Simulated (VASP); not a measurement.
A run of VASP 6.6.1 is set up as follows.

Contents of INCAR:

```
SYSTEM = LaSiO
ALGO = Normal ; EDIFF = 1E-6
ENCUT = 520 ; GGA = PE
ISIF = 2 ; ISMEAR = 0
LASPH = .TRUE. ; LCHARG = .FALSE.
LREAL = .FALSE. ; LWAVE = .FALSE.
NBANDS = 30 ; NELM = 80
PREC = Accurate ; SIGMA = 0.1
```

KPOINTS

```
k-points
0
G
  4 4 4
  0 0 0
```

Contents of POSCAR:

```
LaSiO
1.0
    3.8113420800      0.0000000000      0.0000000000
    0.0000000000      3.8113420800      0.0000000000
    0.0000000000      0.0000000000      6.3905744300
La Si O
2 2 2
Direct
    0.0000000000      0.5000000000      0.8259321500
    0.5000000000      0.0000000000      0.1740678500
    0.5000000000      0.0000000000      0.6278773500
    0.0000000000      0.5000000000      0.3721226500
    0.0000000000      0.0000000000      0.0000000000
    0.5000000000      0.5000000000      0.0000000000
```

Potentials or basis: VASP PAW PBE potentials, release 64 (La, Si, O).

The run is started by

```bash
$ cat potpaw_PBE.64/La/POTCAR potpaw_PBE.64/Si/POTCAR potpaw_PBE.64/O/POTCAR > POTCAR
$ mpirun -np 1 vasp_std > vasp.out
```

Q: Estimate the band gap on the k mesh.

A: Zero (bands 21 and 22 overlap by 0.59 eV).

Q: Estimate the largest force.

A: 2.689 eV/Å.

Q: Estimate the pressure.

A: 40.0 GPa.

Forces on the atoms (eV/Å):
```
La   0.000  0.000 -1.716
La   0.000  0.000  1.716
Si   0.000  0.000 -2.689
Si   0.000  0.000  2.689
O    0.000  0.000  0.000
O    0.000  0.000  0.000
```

Caveat: the k points lie up to 0.41 Å⁻¹ apart, too coarse for converged energies and pressures of a metal; spin-orbit coupling is left out, which moves the levels of the heavy elements; forces of over 1 eV/Å act on the atoms, so gaps and moduli don't describe the material at rest.
